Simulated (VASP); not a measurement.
# CdS (Pmmn) in VASP: single point with PBE

Aim: the single point of CdS with PBE.

All numbers are computed with VASP 6.6.1; they aren't measurements. Logs are shortened: lines on timing, memory, paths and dates and some standing lists are left out, and cuts for length are marked.

## (1) The cell of the first run

Symmetry: Pmmn, No. 59, orthorhombic system. Conventional cell: a = 3.930 Å, b = 5.627 Å, c = 3.913 Å, α = 90.00°, β = 90.00°, γ = 90.00°. Within 3.6 Å of Cd (site symmetry mm2) lie 6 S at 2.73 to 2.82 Å. Within 3.6 Å of S (site symmetry mm2) lie 6 Cd at 2.73 to 2.82 Å.

## (2) Single point, PBE (strained)

Input file INCAR:

```
PREC = Accurate
ENCUT = 520
EDIFF = 1E-6
ISMEAR = 0
SIGMA = 0.05
LREAL = False
LASPH = True
NELM = 80
ALGO = Normal
ISIF = 2
LWAVE = False
LCHARG = False
GGA = PE
NBANDS = 26
```

Input file KPOINTS:

```
regular mesh
0
Gamma
  10 8 10
```

Input file POSCAR:

```
CdS
1.0
    3.9296234880      0.0000000000      0.0000000000
    0.0000000000      5.6269577574      0.0000000000
    0.0000000000      0.0000000000      3.9133455866
Cd S
2 2
Direct
    0.5000000000      0.5000000000      0.2349969651
    0.0000000000      0.0000000000      0.7650030349
    0.5000000000      0.0000000000      0.2478150109
    0.0000000000      0.5000000000      0.7521849891
```

Potentials or basis: VASP PAW PBE potentials, release 64 (Cd, S).

On the command line:

```sh
> cat potpaw_PBE.64/Cd/POTCAR potpaw_PBE.64/S/POTCAR > POTCAR
> mpirun -np 1 vasp_std > vasp.out
```

OUTCAR:

```text
PREC = Accurate
   ENCUT = 520
   EDIFF = 1E-6
   ISMEAR = 0
   LREAL = False
   LASPH = True
   NELM = 80
   ISIF = 2
   GGA = PE

 ion  position               nearest neighbor table
   1  0.500  0.500  0.235-   4 2.73   4 2.73   3 2.81   3 2.81   4 2.82   4 2.82
   2  0.000  0.000  0.765-   3 2.73   3 2.73   4 2.81   4 2.81   3 2.82   3 2.82
   3  0.500  0.000  0.248-   2 2.73   2 2.73   1 2.81   1 2.81   2 2.82   2 2.82
   4  0.000  0.500  0.752-   1 2.73   1 2.73   2 2.81   2 2.81   1 2.82   1 2.82

  LATTYP: Found a simple orthorhombic cell.
 ALAT       =     3.9133455866
 B/A-ratio  =     1.0041595870
 C/A-ratio  =     1.4378893029

  Lattice vectors:

 A1 = (   0.0000000000,   0.0000000000,   3.9133455866)
 A2 = (   3.9296234880,   0.0000000000,   0.0000000000)
 A3 = (   0.0000000000,   5.6269577574,   0.0000000000)

Analysis of symmetry for initial positions (statically):
=====================================================================
 Subroutine PRICEL returns:
 Original cell was already a primitive cell.

 Routine SETGRP: Setting up the symmetry group for a
 simple orthorhombic supercell.

 Subroutine GETGRP returns: Found  8 space group operations
 (whereof  4 operations were pure point group operations)
 out of a pool of  8 trial point group operations.

The static configuration has the point symmetry C_2v.
 The point group associated with its full space group is D_2h.

Analysis of symmetry for dynamics (positions and initial velocities):
=====================================================================
 Subroutine PRICEL returns:
 Original cell was already a primitive cell.

 Routine SETGRP: Setting up the symmetry group for a
 simple orthorhombic supercell.

 Subroutine GETGRP returns: Found  8 space group operations
 (whereof  4 operations were pure point group operations)
 out of a pool of  8 trial point group operations.

The dynamic configuration has the point symmetry C_2v.
 The point group associated with its full space group is D_2h.

 Subroutine INISYM returns: Found  8 space group operations
 (whereof  4 operations are pure point group operations),
 and found     1 'primitive' translations

----------------------------------------------------------------------------------------

                                     Primitive cell

[... 92 lines left out ...]
   ENCUT  =  520.0 eV  38.22 Ry    6.18 a.u.   7.31 10.46  7.28*2*pi/ulx,y,z
   NELM   =     80;   NELMIN=  2; NELMDL= -5     # of ELM steps
   EDIFF  = 0.1E-05   stopping-criterion for ELM
   LREAL  =      F    real-space projection
   EDIFFG = 0.1E-04   stopping-criterion for IOM
   NSW    =      0    number of steps for IOM
   IBRION =     -1    ionic relax: 0-MD 1-quasi-New 2-CG
   NFREE  =      0    steps in history (QN), initial steepest desc. (CG)
   ISIF   =      2    stress and relaxation
   ISYM   =      2    0-nonsym 1-usesym 2-fastsym
   POTIM  = 0.5000    time-step for ionic-motion
   TEBEG  =    0.0;   TEEND  =   0.0 temperature during run
   PSTRESS=    0.0 pullay stress
   NELECT =      36.0000    total number of electrons
   NUPDOWN=      -1.0000    fix difference up-down
   EMIN   =  10.00;   EMAX   =-10.00  energy-range for DOS
   EFERMI =   0.00;   METHOD = LEGACY
   ISMEAR =     0;   SIGMA  =   0.05  broadening in eV -4-tet -1-fermi 0-gaus
   EFERMI_NEDOS =   21; number of points for ismear=-14 and -15
   IALGO  =     38    algorithm
   IMIX   =      4    mixing-type and parameters
     AMIX     =   0.40;   BMIX     =  1.00
     AMIX_MAG =   1.60;   BMIX_MAG =  1.00
  volume/ion in A,a.u.               =      21.63       145.99
  Fermi-wavevector in a.u.,A,eV,Ry     =   1.222132  2.309494 20.321747  1.493606
  Thomas-Fermi vector in A             =   2.357290
   LORBIT       =      0    0 simple, 1 ext, 2 COOP (PROOUT), +10 PAW based schemes
   GGA     = PE    functional components
   LHFCALC =     F    Hartree Fock is set to
   AEXX    =    0.0000 exact exchange contribution
   IVDW    =     0    specifies the selected vdW correction
   LEPSILON=     F    determine dielectric tensor
   LRPA    =     F    only Hartree local field effects (RPA)
 non-spin polarized calculation
 Gauss-broadening in eV      SIGMA  =   0.05
  energy-cutoff  :      520.00
  volume of cell :       86.53
 maximum number of plane-waves:      2348
 NGX is ok and might be reduce to    30
   NGX = 15   NGY = 21   NGZ = 15

 number of electron      36.0000011 magnetization

 Free energy of the ion-electron system (eV)
  ---------------------------------------------------
  ext. energy  EPLUGINS =         0.00000000
  ---------------------------------------------------
  free energy    TOTEN  =       -11.72176441 eV

  energy without entropy =      -11.72175881  energy(sigma->0) =      -11.72176161

 E-fermi :   2.5265     XC(G=0): -10.1263

 val. band max:        2.4187911042   @ k =   0.4000   0.0000   0.0000
 cond. band min:       2.6177456022   @ k =   0.5000   0.0000   0.5000
 fundamental gap:      0.1989544981
 Fermi energy:         2.5264873327

 k-point     1 :       0.0000    0.0000    0.0000
  band No.  band energies     occupation
      1     -10.0547      2.00000
      2      -9.2707      2.00000
      3      -5.2749      2.00000
      4      -5.1508      2.00000
      5      -5.1406      2.00000
      6      -5.1338      2.00000
[... 685 lines left out ...]
     25       9.3109      0.00000
     26       9.3109      0.00000

 [... further k-points ...]

------------------------ aborting loop because EDIFF is reached ----------------------------------------

  FORCE on cell =-STRESS in cart. coord.  units (eV):
  Direction    XX          YY          ZZ          XY          YZ          ZX
  --------------------------------------------------------------------------------------
  -------------------------------------------------------------------------------------
  Total       -1.1231088     -1.5535748     -1.0060514      0.0000000      0.0000000      0.0000000
  in kB      -20.7950334    -28.7653691    -18.6276445      0.0000000      0.0000000      0.0000000
  external PRESSURE =     -22.7293490 kB  Pullay stress =       0.0000000 kB

 VOLUME and BASIS-vectors are now :
 -----------------------------------------------------------------------------
  energy-cutoff  :      520.00
  volume of cell :       86.53
      direct lattice vectors                 reciprocal lattice vectors
     3.929623488  0.000000000  0.000000000     0.254477306  0.000000000  0.000000000
     0.000000000  5.626957757  0.000000000     0.000000000  0.177715925  0.000000000
     0.000000000  0.000000000  3.913345587     0.000000000  0.000000000  0.255535827

 POSITION                                       TOTAL-FORCE (eV/Angst)
 -----------------------------------------------------------------------------------
      1.96481      2.81348      0.91962         0.000000      0.000000      0.105493
      0.00000      0.00000      2.99372         0.000000      0.000000     -0.105493
      1.96481      0.00000      0.96979         0.000000      0.000000      0.098352
      0.00000      2.81348      2.94356         0.000000      0.000000     -0.098352
 -----------------------------------------------------------------------------------
    total drift:                                0.000000      0.000000      0.000000

  FREE ENERGIE OF THE ION-ELECTRON SYSTEM (eV)
  ---------------------------------------------------
  free  energy   TOTEN  =       -11.7217644139 eV

  energy  without entropy=      -11.7217588053  energy(sigma->0) =      -11.72176161
```

stdout:

```text
POSCAR found type information on POSCAR CdS
 POSCAR found :  2 types and       4 ions
 scaLAPACK will be used
 LDA part: xc-table for (Slater+PW92), standard interpolation
 POSCAR, INCAR and KPOINTS ok, starting setup
 FFT: planning ... GRIDC
 FFT: planning ... GRID_SOFT
 FFT: planning ... GRID
 WAVECAR not read
 entering main loop
```

Run time: 2 min. Hardware: 1 thread of Intel Xeon 6975P-C (Granite Rapids), shared host; peak memory 0.42 GiB.

What came out:

```
Free energy            : -11.7218 eV
Pressure               : -2.3 GPa
Largest force          : 0.105 eV/Å
Band gap on the k mesh : 0.20 eV
```

Forces on the atoms (eV/Å):
```
Cd   0.000  0.000  0.105
Cd   0.000  0.000 -0.105
S    0.000  0.000  0.098
S    0.000  0.000 -0.098
```

Stress tensor (GPa, compression positive):
```
-2.08  0.00  0.00
 0.00 -2.88  0.00
 0.00  0.00 -1.86
```

Levels at points of the mesh, in eV from the valence-band top:
| k point | band 16 | band 17 | band 18 | band 19 | band 20 | band 21 |
| --- | --- | --- | --- | --- | --- | --- |
| (0.00, 0.00, 0.00) | -0.71 | -0.68 | -0.62 | 0.26 | 0.64 | 6.11 |
| (0.50, 0.00, 0.00) | -2.10 | -0.12 | -0.12 | 4.42 | 4.42 | 5.20 |
| (0.00, 0.50, 0.00) | -1.31 | -1.26 | -1.26 | 2.76 | 2.76 | 6.32 |
| (0.50, 0.50, 0.00) | -0.08 | -0.02 | -0.02 | 3.53 | 3.53 | 5.85 |
| (0.00, 0.00, 0.50) | -2.00 | -0.18 | -0.09 | 4.35 | 4.40 | 5.16 |
| (0.50, 0.00, 0.50) | -2.04 | -1.90 | -1.90 | 0.20 | 0.20 | 6.05 |
| (0.00, 0.50, 0.50) | -0.08 | -0.02 | -0.02 | 3.51 | 3.51 | 5.83 |
| (0.50, 0.50, 0.50) | -3.01 | -2.62 | -2.62 | 3.06 | 3.06 | 6.48 |

Caveat: the cell differs from its parent crystal (strained).
